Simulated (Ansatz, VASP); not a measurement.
One calculation of AlGaN, two programs

INCAR

```
SYSTEM = AlGaN
ALGO = Normal
EDIFF = 1E-6
ENCUT = 520
GGA = PE
ISIF = 2
ISMEAR = 0
ISPIN = 2
LASPH = .TRUE.
LCHARG = .FALSE.
LORBIT = 11
LREAL = .FALSE.
LWAVE = .FALSE.
MAGMOM = 0 0 0 0 1 1
NBANDS = 34
NELM = 150
PREC = Accurate
SIGMA = 0.1
```

Contents of KPOINTS:

```
k-points
0
G
  6 6 4
  0 0 0
```

POSCAR

```
AlGaN
1.0
    4.4883204000      0.0000000000      0.0000000000
   -2.2441602000      3.8869994900      0.0000000000
    0.0000000000      0.0000000000      6.1221279500
Al Ga N
2 2 2
Direct
    0.3333333300      0.6666666700      0.7500000000
    0.6666666700      0.3333333300      0.2500000000
    0.0000000000      0.0000000000      0.2500000000
    0.0000000000      0.0000000000      0.7500000000
    0.3333333300      0.6666666700      0.2500000000
    0.6666666700      0.3333333300      0.7500000000
```

Input for Ansatz:

```yaml
crystal:
  lattice:
    - [4.4883204, 0.0, 0.0]
    - [-2.2441602, 3.88699949, 0.0]
    - [0.0, 0.0, 6.12212795]
  atoms:
    - { symbol: Al, position: [0.33333333, 0.66666667, 0.75] }
    - { symbol: Al, position: [0.66666667, 0.33333333, 0.25] }
    - { symbol: Ga, position: [0.0, 0.0, 0.25] }
    - { symbol: Ga, position: [0.0, 0.0, 0.75] }
    - { symbol: "N", position: [0.33333333, 0.66666667, 0.25], spin: 1.0 }
    - { symbol: "N", position: [0.66666667, 0.33333333, 0.75], spin: 1.0 }
basis:
  ecutwfc: 420
kpoints:
  mp_grid: { grid: [6, 6, 4] }
hamiltonian:
  xc: pbe
scf:
  occupations: { method: gaussian, width: 0.1 }
  lower_state_search: "off"
output:
  forces: true
  stress: true
  eigenvalues: true
  populations: true
magnetization:
  spin_polarized: true
```

Alike in both runs: task single point; functional PBE; k mesh 6 × 6 × 4; occupations gaussian, width 0.1 eV; collinear spin.

|  | VASP | Ansatz |
| --- | --- | --- |
| version | VASP 6.6.1 | Ansatz 0.2.0 |
| potentials or method | VASP PAW PBE potentials, release 64 (Al, Ga_d, N), cutoff 520 eV | scalar-relativistic, plane waves, PAW |
| valence electrons in the cell | 42 | 42 |

```tsv
	VASP	Ansatz	Ansatz less VASP
gap on the k mesh at the Fermi level (eV)	none	none	-
pressure (GPa)	-11.3	-11.3	+0.02
traceless stress, the component that is largest in VASP (GPa)	-2.45	-2.42	+0.028
net moment per atom (μB)	0.00	0.00	0.000
```

A gap of «none» marks a metal or a gap that the smearing closes. With one functional, cell and mesh, what is left measures potentials, basis and numerics. Ansatz's warnings: seeded moment not kept.
